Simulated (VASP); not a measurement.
Here is a VASP 6.6.1 calculation.

INCAR

```
ALGO     = Normal         # electronic algorithm
EDIFF    = 1E-6           # SCF threshold, eV
ENCUT    = 400            # plane-wave cutoff, eV
GGA      = PE             # functional
GGA_COMPAT= F            
ISIF     = 2              # what is computed and relaxed
ISMEAR   = -1             # smearing method
ISPIN    = 2              # spin polarisation
LASPH    = T              # aspherical terms in the spheres
LCHARG   = F              # write CHGCAR
LORBIT   = 11             # projections on sites
LREAL    = F              # projectors in reciprocal space
LWAVE    = F              # write WAVECAR
MAGMOM   = 0.5 0.5        # initial moments
NBANDS   = 14             # bands
NELM     = 200            # most SCF steps
PREC     = Accurate       # precision mode
SIGMA    = 0.05           # smearing width, eV
```

KPOINTS

```
k-points
0
Gamma
  1 1 24
```

POSCAR

```
Al
1.0
   11.3000000000      0.0000000000      0.0000000000
    0.0000000000      9.3000000000      0.0000000000
    0.0000000000      0.0000000000      2.4555496032
Al
2
Direct
    0.3945450856      0.5000000000      0.0000000000
    0.6054549144      0.5000000000      0.5000000000
```

Potentials or basis: VASP PAW PBE potentials, release 64 (Al).

Launch:

```bash
$ cat potpaw_PBE.64/Al/POTCAR > POTCAR
$ mpirun -np 1 vasp_std > vasp.out
```

(1) Estimate the net moment.

(2) Estimate the largest force.

## Answers

(1) 0.00 μB per cell.

(2) 0.036 eV/Å.
